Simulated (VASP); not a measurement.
Input of a VASP 6.6.1 run:

Contents of INCAR:

```
PREC = Accurate
ENCUT = 600
EDIFF = 1E-7
ISMEAR = 0
SIGMA = 0.02
LREAL = F
LASPH = T
NELM = 100
ALGO = Normal
ISIF = 3
LWAVE = F
LCHARG = F
GGA = PE
IVDW = 12
IBRION = 2
NSW = 70
EDIFFG = -0.005
```

Contents of KPOINTS:

```
regular mesh
0
Gamma
  8 8 8
```

The input POSCAR:

```
TePb
1.0
    0.0000000000      3.2860507263      3.2860507263
    3.2860507263      0.0000000000      3.2860507263
    3.2860507263      3.2860507263      0.0000000000
Te Pb
1 1
Direct
    0.5000000000      0.5000000000      0.5000000000
    0.0000000000      0.0000000000      0.0000000000
```

Potentials or basis: VASP PAW PBE potentials, release 64 (Te, Pb_d).

The run is started by

```console
$ cat potpaw_PBE.64/Te/POTCAR potpaw_PBE.64/Pb_d/POTCAR > POTCAR
$ mpirun -np 1 vasp_std > vasp.out
```

Problem. Estimate the band gap on the k mesh.

Solution. 0.74 eV, direct.

Problem. What does it give for the relaxed volume?

Solution. 33.83 Å³/atom.

Problem. What does it give for the relaxed cell?

Solution. a = 4.574 Å, b = 4.574 Å, c = 4.574 Å, α = 60.00°, β = 60.00°, γ = 60.00°.

Final structure:
```
CELL_PARAMETERS angstrom
0.00000 3.23426 3.23426
3.23426 0.00000 3.23426
3.23426 3.23426 0.00000
ATOMIC_POSITIONS crystal
Te 0.50000 0.50000 0.50000
Pb 0.00000 0.00000 0.00000
```

Caveat: spin-orbit coupling is left out, which moves the levels of the heavy elements. A k mesh can miss the band edges.
